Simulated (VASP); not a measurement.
# Sb (P4/mmm) in VASP: notebook

The runs below take Sb through single point, with r2SCAN.

Everything below comes from runs of VASP 6.6.1. Logs are shortened: lines on timing, memory, paths and dates and some standing lists are left out, and cuts for length are marked.

### 1 The cell of the first run

Symmetry: P4/mmm, No. 123, tetragonal system. Conventional cell: a = 3.160 Å, b = 3.160 Å, c = 2.686 Å, α = 90.00°, β = 90.00°, γ = 90.00°. Within 3.5 Å of Sb (site symmetry 4/mmm) lie 6 Sb at 2.69 to 3.16 Å.

### 2 Single point, r2SCAN (strain -0.1500 x Voigt [0, 1, 0, 0, 0, 0])

File POSCAR:

```
Sb
1.0
    3.1600000000      0.0000000000      0.0000000000
    0.0000000000      2.6860000000      0.0000000000
    0.0000000000      0.0000000000      3.1600000000
Sb
1
Direct
    0.0000000000      0.0000000000      0.0000000000
```

File INCAR.step1:

```
SYSTEM = Sb
ALGO = Normal
EDIFF = 1E-4
ENCUT = 520
GGA = PE
ISMEAR = 0
LASPH = .True.
LCHARG = .False.
LREAL = .False.
LWAVE = .True.
NBANDS = 8
NELM = 100
PREC = Accurate
SIGMA = 0.15
```

File INCAR.step2:

```
SYSTEM = Sb
ALGO = Normal
EDIFF = 1E-6
ENCUT = 520
ISIF = 2
ISMEAR = 0
ISTART = 1
LASPH = .True.
LCHARG = .True.
LELF = .True.
LMIXTAU = .True.
LREAL = .False.
LVHAR = .True.
LWAVE = .False.
METAGGA = R2SCAN
NBANDS = 8
NELM = 100
PREC = Accurate
SIGMA = 0.15
```

File KPOINTS:

```
k-points
0
Gamma
  16 16 16
  0 0 0
```

Potentials or basis: VASP PAW PBE potentials, release 64 (Sb).

Started as:

```
cat potpaw_PBE.64/Sb/POTCAR > POTCAR
cp INCAR.step1 INCAR
mpirun -np 1 vasp_std > vasp.out
cp INCAR.step2 INCAR
mpirun -np 1 vasp_std > vasp.out
```

OUTCAR:

```text
SYSTEM = Sb
   EDIFF = 1E-6
   ENCUT = 520
   ISIF = 2
   ISMEAR = 0
   ISTART = 1
   LASPH = .True.
   LREAL = .False.
   METAGGA = R2SCAN
   NELM = 100
   PREC = Accurate

 ion  position               nearest neighbor table
   1  0.000  0.000  0.000-

  LATTYP: Found a simple tetragonal cell.
 ALAT       =     3.1600000000
 C/A-ratio  =     0.8500000000

  Lattice vectors:

 A1 = (  -3.1600000000,   0.0000000000,   0.0000000000)
 A2 = (   0.0000000000,   0.0000000000,   3.1600000000)
 A3 = (   0.0000000000,   2.6860000000,   0.0000000000)

Analysis of symmetry for initial positions (statically):
=====================================================================
 Subroutine PRICEL returns:
 Original cell was already a primitive cell.

 Routine SETGRP: Setting up the symmetry group for a
 simple tetragonal supercell.

 Subroutine GETGRP returns: Found 16 space group operations
 (whereof 16 operations were pure point group operations)
 out of a pool of 16 trial point group operations.

The static configuration has the point symmetry D_4h.

Analysis of symmetry for dynamics (positions and initial velocities):
=====================================================================
 Subroutine PRICEL returns:
 Original cell was already a primitive cell.

 Routine SETGRP: Setting up the symmetry group for a
 simple tetragonal supercell.

 Subroutine GETGRP returns: Found 16 space group operations
 (whereof 16 operations were pure point group operations)
 out of a pool of 16 trial point group operations.

The dynamic configuration has the point symmetry D_4h.

 Subroutine INISYM returns: Found 16 space group operations
 (whereof 16 operations are pure point group operations),
 and found     1 'primitive' translations

----------------------------------------------------------------------------------------

                                     Primitive cell

  volume of cell :      26.8213

  direct lattice vectors                    reciprocal lattice vectors
     3.160000000  0.000000000  0.000000000     0.316455696  0.000000000  0.000000000
     0.000000000  2.686000000  0.000000000     0.000000000  0.372300819  0.000000000
     0.000000000  0.000000000  3.160000000     0.000000000  0.000000000  0.316455696

  length of vectors
     3.160000000  2.686000000  3.160000000     0.316455696  0.372300819  0.316455696

  position of ions in fractional coordinates (direct lattice)
     0.000000000  0.000000000  0.000000000

  ion indices of the primitive-cell ions
   primitive index   ion index
                 1           1

----------------------------------------------------------------------------------------

 KPOINTS: k-points

Automatic generation of k-mesh.
 Grid dimensions read from file:
 generate k-points for:   16   16   16

 Generating k-lattice:

  Cartesian coordinates                     Fractional coordinates (reciprocal lattice)
     0.019778481  0.000000000  0.000000000     0.062500000  0.000000000  0.000000000
     0.000000000  0.023268801  0.000000000     0.000000000  0.062500000  0.000000000
     0.000000000  0.000000000  0.019778481     0.000000000  0.000000000  0.062500000

  Length of vectors
     0.019778481  0.023268801  0.019778481

  Shift w.r.t. Gamma in fractional coordinates (k-lattice)
     0.000000000  0.000000000  0.000000000

 Subroutine IBZKPT returns following result:
 ===========================================

 Found    405 irreducible k-points:

 Following reciprocal coordinates:
            Coordinates               Weight
  0.000000  0.000000  0.000000      1.000000
  0.062500  0.000000  0.000000      4.000000
  0.125000  0.000000  0.000000      4.000000
  0.187500  0.000000  0.000000      4.000000
  0.250000  0.000000  0.000000      4.000000
  0.312500  0.000000  0.000000      4.000000
[... 16 lines left out ...]
  0.250000  0.125000  0.000000      8.000000
  0.312500  0.125000  0.000000      8.000000
 [... further k-points ...]
   k-points           NKPTS =    405   k-points in BZ     NKDIM =    405   number of bands    NBANDS=      8
   number of dos      NEDOS =    301   number of ions     NIONS =      1
   total plane-waves  NPLWV =  11520
   dimension x,y,z NGX =    24 NGY =   20 NGZ =   24
   dimension x,y,z NGXF=    48 NGYF=   40 NGZF=   48
   ions per type =               1
   NGX,Y,Z   is equivalent  to a cutoff of  12.63, 12.38, 12.63 a.u.
   NGXF,Y,Z  is equivalent  to a cutoff of  25.25, 24.76, 25.25 a.u.
 SYSTEM =  Sb
   PREC   = accura    normal or accurate (medium, high low for compatibility)
   ISTART =      1    job   : 0-new  1-cont  2-samecut
   ICHARG =      0    charge: 1-file 2-atom 10-const
   ISPIN  =      1    spin polarized calculation?
   LNONCOLLINEAR =      F non collinear calculations
   LSORBIT =      F    spin-orbit coupling
   LASPH  =      T    aspherical Exc in radial PAW
   ENCUT  =  520.0 eV  38.22 Ry    6.18 a.u.   5.88  4.99  5.88*2*pi/ulx,y,z
[... 63 lines left out ...]
      5      15.1186      0.00000
      6      16.2445      0.00000
      7      20.6202      0.00000
      8      25.8185      0.00000

 k-point     2 :       0.0625    0.0000    0.0000
  band No.  band energies     occupation
      1      -5.5548      2.00000
      2       9.6513      0.00000
      3      10.4001      0.00000
      4      14.8615      0.00000
      5      15.6926      0.00000
      6      16.3012      0.00000
      7      20.6730      0.00000
      8      25.1298      0.00000

 k-point     3 :       0.1250    0.0000    0.0000
  band No.  band energies     occupation
      1      -5.3909      2.00000
      2       8.2482      1.91594
      3      10.5548      0.00000
      4      15.0504      0.00000
      5      16.4682      0.00000
      6      17.2123      0.00000
      7      20.8412      0.00000
      8      24.0001      0.00000

 k-point     4 :       0.1875    0.0000    0.0000
  band No.  band energies     occupation
      1      -5.1235      2.00000
      2       6.7268      2.00000
      3      10.8009      0.00000
      4      15.2926      0.00000
      5      16.7347      0.00000
      6      18.8763      0.00000
      7      21.1687      0.00000
      8      22.8516      0.00000

 k-point     5 :       0.2500    0.0000    0.0000
  band No.  band energies     occupation
      1      -4.7646      2.00000
      2       5.2689      2.00000
      3      11.1182      0.00000
      4      15.6176      0.00000
      5      17.0811      0.00000
      6      20.1172      0.00000
      7      21.6559      0.00000
      8      21.7673      0.00000

 k-point     6 :       0.3125    0.0000    0.0000
  band No.  band energies     occupation
      1      -4.3382      2.00000
      2       3.9572      2.00000
      3      11.4735      0.00000
      4      16.0225      0.00000
      5      17.4737      0.00000
      6      20.5039      0.00000
      7      20.8017      0.00000
      8      21.7879      0.00000

 k-point     7 :       0.3750    0.0000    0.0000
  band No.  band energies     occupation
      1      -3.8934      2.00000
      2       2.8669      2.00000
      3      11.8150      0.00000
      4      16.4869      0.00000
      5      17.8583      0.00000
      6      20.0177      0.00000
      7      20.0685      0.00000
      8      22.0666      0.00000
[... 133 lines left out ...]
 k-point    20 :       0.0625    0.1250    0.0000
  band No.  band energies     occupation
      1      -5.2003      2.00000
      2      10.0206      0.00000
      3      10.7955      0.00000
      4      12.5940      0.00000
      5      15.2180      0.00000
      6      16.3308      0.00000
      7      23.8144      0.00000
      8      25.2912      0.00000

 k-point    21 :       0.1250    0.1250    0.0000
  band No.  band energies     occupation
      1      -5.0365      2.00000
      2       8.6034      0.10499
      3      10.9512      0.00000
      4      12.7838      0.00000
      5      15.5188      0.00000
      6      17.7893      0.00000
      7      23.7580      0.00000
      8      24.2177      0.00000

 k-point    22 :       0.1875    0.1250    0.0000
  band No.  band energies     occupation
      1      -4.7693      2.00000
      2       7.0791      2.00000
      3      11.1992      0.00000
      4      13.0477      0.00000
      5      15.8029      0.00000
      6      19.6195      0.00000
      7      23.0948      0.00000
      8      23.3907      0.00000

 k-point    23 :       0.2500    0.1250    0.0000
  band No.  band energies     occupation
      1      -4.4108      2.00000
      2       5.6212      2.00000
      3      11.5194      0.00000
      4      13.3844      0.00000
      5      16.1613      0.00000
      6      21.4835      0.00000
      7      22.0214      0.00000
      8      22.2796      0.00000

 k-point    24 :       0.3125    0.1250    0.0000
  band No.  band energies     occupation
      1      -3.9848      2.00000
      2       4.3102      2.00000
      3      11.8786      0.00000
      4      13.7704      0.00000
      5      16.6093      0.00000
      6      21.0598      0.00000
      7      21.2631      0.00000
      8      21.7108      0.00000

 [... further k-points ...]

------------------------ aborting loop because EDIFF is reached ----------------------------------------

  FORCE on cell =-STRESS in cart. coord.  units (eV):
  Direction    XX          YY          ZZ          XY          YZ          ZX
  --------------------------------------------------------------------------------------
  -------------------------------------------------------------------------------------
  Total       -0.2331713      6.4025028     -0.2331713     -0.0000000      0.0000000      0.0000000
  in kB      -13.9285383    382.4548605    -13.9285383     -0.0000000      0.0000000      0.0000000
  external PRESSURE =     118.1992613 kB  Pullay stress =       0.0000000 kB

 VOLUME and BASIS-vectors are now :
 -----------------------------------------------------------------------------
  energy-cutoff  :      520.00
  volume of cell :       26.82
      direct lattice vectors                 reciprocal lattice vectors
     3.160000000  0.000000000  0.000000000     0.316455696  0.000000000  0.000000000
     0.000000000  2.686000000  0.000000000     0.000000000  0.372300819  0.000000000
     0.000000000  0.000000000  3.160000000     0.000000000  0.000000000  0.316455696

 POSITION                                       TOTAL-FORCE (eV/Angst)
 -----------------------------------------------------------------------------------
      0.00000      0.00000      0.00000         0.000000      0.000000      0.000000
 -----------------------------------------------------------------------------------
    total drift:                                0.000000     -0.000000     -0.000000

  FREE ENERGIE OF THE ION-ELECTRON SYSTEM (eV)
  ---------------------------------------------------
  free  energy   TOTEN  =       -25.2776695236 eV

  energy  without entropy=      -25.2727412578  energy(sigma->0) =      -25.27520539
```

Run time: 57 s. Hardware: 1 thread of Intel Xeon 6975P-C (Granite Rapids), shared host; peak memory 0.2 GiB.

What came out:

```yaml
Free_energy: -25.2777 eV
Pressure: 11.8 GPa
```

Stress tensor (GPa, compression positive):
```
-1.39  0.00  0.00
 0.00 38.25  0.00
 0.00  0.00 -1.39
```

Levels at points of the mesh, in eV from the Fermi level:
```csv
k point,band 1,band 2,band 3,band 4,band 5,band 6,band 7
"(0.00, 0.00, 0.00)",-14.04,1.92,1.92,6.20,6.69,7.81,12.19
"(0.50, 0.00, 0.00)",-11.81,-6.61,3.74,8.74,9.84,10.72,10.88
"(0.00, 0.50, 0.00)",-9.10,-6.95,6.00,6.00,9.84,10.16,11.02
"(0.50, 0.50, 0.00)",-6.46,-5.30,-2.81,2.42,8.02,12.64,12.75
"(0.50, 0.00, 0.50)",-9.44,-4.73,-4.73,1.80,12.01,15.32,16.68
"(0.50, 0.50, 0.50)",-3.75,-3.42,-0.99,-0.99,4.77,4.77,6.07
```

Caveat: the cell differs from its parent crystal (strain -0.1500 x Voigt [0, 1, 0, 0, 0, 0]); the PAW data sets were made with another functional, which shifts forces and pressure a little; spin-orbit coupling is left out, which moves the levels of the heavy elements.

### 3 Single point, r2SCAN (strain -0.1125 x Voigt [0, 1, 0, 0, 0, 0])

File POSCAR:

```
Sb
1.0
    3.1600000000      0.0000000000      0.0000000000
    0.0000000000      2.8045000000      0.0000000000
    0.0000000000      0.0000000000      3.1600000000
Sb
1
Direct
    0.0000000000      0.0000000000      0.0000000000
```

File INCAR.step1:

```
ALGO     = Normal         # electronic algorithm
EDIFF    = 1E-4           # SCF threshold, eV
ENCUT    = 520            # plane-wave cutoff, eV
GGA      = PE             # functional
ISMEAR   = 0              # smearing method
LASPH    = T              # aspherical terms in the spheres
LCHARG   = F              # write CHGCAR
LREAL    = F              # projectors in reciprocal space
LWAVE    = T              # write WAVECAR
NBANDS   = 8              # bands
NELM     = 80             # most SCF steps
PREC     = Accurate       # precision mode
SIGMA    = 0.15           # smearing width, eV
```

File INCAR.step2:

```
ALGO     = Normal         # electronic algorithm
EDIFF    = 1E-6           # SCF threshold, eV
ENCUT    = 520            # plane-wave cutoff, eV
ISIF     = 2              # what is computed and relaxed
ISMEAR   = 0              # smearing method
ISTART   = 1            
LASPH    = T              # aspherical terms in the spheres
LCHARG   = F              # write CHGCAR
LMIXTAU  = T            
LREAL    = F              # projectors in reciprocal space
LWAVE    = F              # write WAVECAR
METAGGA  = R2SCAN         # meta-GGA
NBANDS   = 8              # bands
NELM     = 80             # most SCF steps
PREC     = Accurate       # precision mode
SIGMA    = 0.15           # smearing width, eV
```

File KPOINTS:

```
k-points
0
Gamma
  16 16 16
```

Potentials or basis: VASP PAW PBE potentials, release 64 (Sb).

Started as:

```
cat potpaw_PBE.64/Sb/POTCAR > POTCAR
cp INCAR.step1 INCAR
mpirun -np 1 vasp_std > vasp.out
cp INCAR.step2 INCAR
mpirun -np 1 vasp_std > vasp.out
```

Run time: 59 s. Hardware: 1 thread of Intel Xeon 6975P-C (Granite Rapids), shared host; peak memory 0.21 GiB.

The run converged. Its results:

| Quantity | Value |
| --- | --- |
| Free energy | -25.4913 eV |
| Pressure | 5.6 GPa |

Stress tensor (GPa, compression positive):
```
-1.83  0.00  0.00
 0.00 20.60  0.00
 0.00  0.00 -1.83
```

Levels at points of the mesh, in eV from the Fermi level:
```csv
k point,band 1,band 2,band 3,band 4,band 5,band 6,band 7
"(0.00, 0.00, 0.00)",-13.63,2.30,2.30,6.36,6.45,6.92,10.98
"(0.50, 0.00, 0.00)",-11.36,-6.31,4.16,8.35,8.93,10.95,11.11
"(0.00, 0.50, 0.00)",-9.49,-6.59,5.71,5.71,9.60,10.37,11.16
"(0.50, 0.50, 0.00)",-6.89,-4.87,-3.08,2.41,7.72,12.85,13.03
"(0.50, 0.00, 0.50)",-8.95,-4.40,-4.40,2.01,10.46,14.69,15.88
"(0.50, 0.50, 0.50)",-3.92,-3.24,-1.26,-1.26,4.82,4.82,5.78
```

Caveat: the cell differs from its parent crystal (strain -0.1125 x Voigt [0, 1, 0, 0, 0, 0]); the PAW data sets were made with another functional, which shifts forces and pressure a little; spin-orbit coupling is left out, which moves the levels of the heavy elements.

### 4 Single point, r2SCAN (strain +0.1125 x Voigt [0, 1, 0, 0, 0, 0])

File POSCAR:

```
Sb
1.0
    3.1600000000      0.0000000000      0.0000000000
    0.0000000000      3.5155000000      0.0000000000
    0.0000000000      0.0000000000      3.1600000000
Sb
1
Direct
    0.0000000000      0.0000000000      0.0000000000
```

File INCAR.step1:

```
  PREC = Accurate
  ENCUT = 520
  ISMEAR = 0
  SIGMA = 0.15
  LREAL = False
  LASPH = True
  NELM = 80
  NBANDS = 8
  GGA = PE
  ALGO = Normal
  EDIFF = 1E-4
  LWAVE = True
  LCHARG = False
```

File INCAR.step2:

```
  PREC = Accurate
  ENCUT = 520
  EDIFF = 1E-6
  ISMEAR = 0
  SIGMA = 0.15
  LREAL = False
  LASPH = True
  NELM = 80
  ALGO = Normal
  ISIF = 2
  LWAVE = False
  LCHARG = True
  METAGGA = R2SCAN
  LMIXTAU = True
  LELF = True
  LVHAR = True
  NBANDS = 8
  ISTART = 1
```

File KPOINTS:

```
regular mesh
0
Gamma
  16 16 16
```

Started as:

```
cat potpaw_PBE.64/Sb/POTCAR > POTCAR
cp INCAR.step1 INCAR
mpirun -np 1 vasp_std > vasp.out
cp INCAR.step2 INCAR
mpirun -np 1 vasp_std > vasp.out
```

Run time: 85 s. Hardware: 1 thread of Intel Xeon 6975P-C (Granite Rapids), shared host; peak memory 0.23 GiB.

It converged, with:

* Free energy: -25.4488 eV
* Pressure: -6.3 GPa

Stress tensor (GPa, compression positive):
```
-4.60  0.00  0.00
 0.00 -9.77  0.00
 0.00  0.00 -4.60
```

Levels at points of the mesh, in eV from the Fermi level:
| k point | band 1 | band 2 | band 3 | band 4 | band 5 | band 6 | band 7 |
| --- | --- | --- | --- | --- | --- | --- | --- |
| (0.00, 0.00, 0.00) | -11.88 | 1.34 | 3.88 | 3.88 | 5.88 | 7.70 | 8.92 |
| (0.50, 0.00, 0.00) | -9.47 | -4.95 | 3.29 | 5.86 | 8.53 | 9.92 | 9.94 |
| (0.00, 0.50, 0.00) | -10.57 | -4.60 | 4.95 | 4.95 | 8.92 | 11.31 | 11.78 |
| (0.50, 0.50, 0.00) | -8.08 | -3.81 | -2.50 | 3.03 | 6.91 | 12.55 | 13.45 |
| (0.50, 0.00, 0.50) | -6.85 | -3.00 | -3.00 | 3.18 | 5.23 | 11.77 | 12.01 |
| (0.50, 0.50, 0.50) | -5.31 | -1.96 | -1.96 | -0.51 | 4.92 | 5.74 | 5.74 |

Caveat: the cell differs from its parent crystal (strain +0.1125 x Voigt [0, 1, 0, 0, 0, 0]); the PAW data sets were made with another functional, which shifts forces and pressure a little; spin-orbit coupling is left out, which moves the levels of the heavy elements.

### 5 Summary

| cell | gap on the mesh (eV) | pressure (GPa) |
| --- | --- | --- |
| a = 3.160, b = 2.686 Å, 1 atom | none | 11.8 |
| a = 3.160, b = 2.804 Å, 1 atom | none | 5.6 |
| a = 3.160, b = 3.515 Å, 1 atom | none | -6.3 |

Alike in all rows: task single point; level r2SCAN; potentials or basis VASP PAW PBE potentials, release 64 (Sb); no spin polarisation; k mesh 16 × 16 × 16; cutoff (eV) 520; smearing gaussian 0.15 eV.

Caveats: the PAW data sets were made with another functional, which shifts forces and pressure a little; spin-orbit coupling is left out, which moves the levels of the heavy elements.

Total energies depend on the potentials used, so only differences within one code and one set of settings carry meaning.
